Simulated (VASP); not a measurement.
Input of a VASP 6.6.1 run:

The input POSCAR:

```
NaH
1.0
    0.0000000000      2.5969210614      2.5847155324
    2.5969210614      0.0000000000      2.5847155324
    2.5969210614      2.5969210614      0.0000000000
Na H
1 1
Direct
    0.0000000000      0.0000000000      0.0000000000
    0.2500000000      0.2500000000      0.2500000000
```

INCAR.step1

```
PREC     = Accurate       # precision mode
ENCUT    = 520            # plane-wave cutoff, eV
ISMEAR   = 0              # smearing method
SIGMA    = 0.01           # smearing width, eV
LREAL    = False          # projectors in reciprocal space
LASPH    = True           # aspherical terms in the spheres
NELM     = 60             # most SCF steps
NBANDS   = 11             # bands
GGA      = PE             # functional
ALGO     = Normal         # electronic algorithm
EDIFF    = 1E-4           # SCF threshold, eV
LWAVE    = True           # write WAVECAR
LCHARG   = False          # write CHGCAR
```

Contents of INCAR.step2:

```
PREC     = Accurate       # precision mode
ENCUT    = 520            # plane-wave cutoff, eV
EDIFF    = 1E-6           # SCF threshold, eV
ISMEAR   = 0              # smearing method
SIGMA    = 0.01           # smearing width, eV
LREAL    = False          # projectors in reciprocal space
LASPH    = True           # aspherical terms in the spheres
NELM     = 60             # most SCF steps
ALGO     = Normal         # electronic algorithm
ISIF     = 2              # what is computed and relaxed
LWAVE    = False          # write WAVECAR
LCHARG   = True           # write CHGCAR
METAGGA  = R2SCAN         # meta-GGA
LMIXTAU  = True         
LELF     = True           # ELF
LVHAR    = True         
NBANDS   = 11             # bands
ISTART   = 1
```

The input KPOINTS:

```
regular mesh
0
Gamma
  8 8 8
```

Potentials or basis: VASP PAW PBE potentials, release 64 (Na_pv, H).

Command:

```sh
$ cat potpaw_PBE.64/Na_pv/POTCAR potpaw_PBE.64/H/POTCAR > POTCAR
$ cp INCAR.step1 INCAR
$ mpirun -np 1 vasp_std > vasp.out
$ cp INCAR.step2 INCAR
$ mpirun -np 1 vasp_std > vasp.out
```

Problem. Estimate the pressure.

Solution. -0.1 GPa.

Problem. Estimate the band gap on the k mesh.

Solution. 4.05 eV (least direct gap 4.75 eV).

Caveat: the cell differs from its parent crystal (uniaxial z strain -0.5%); the structure was generated, so it needn't be the stable form of NaH; the PAW data sets were made with another functional, which shifts forces and pressure a little. A k mesh can miss the band edges.
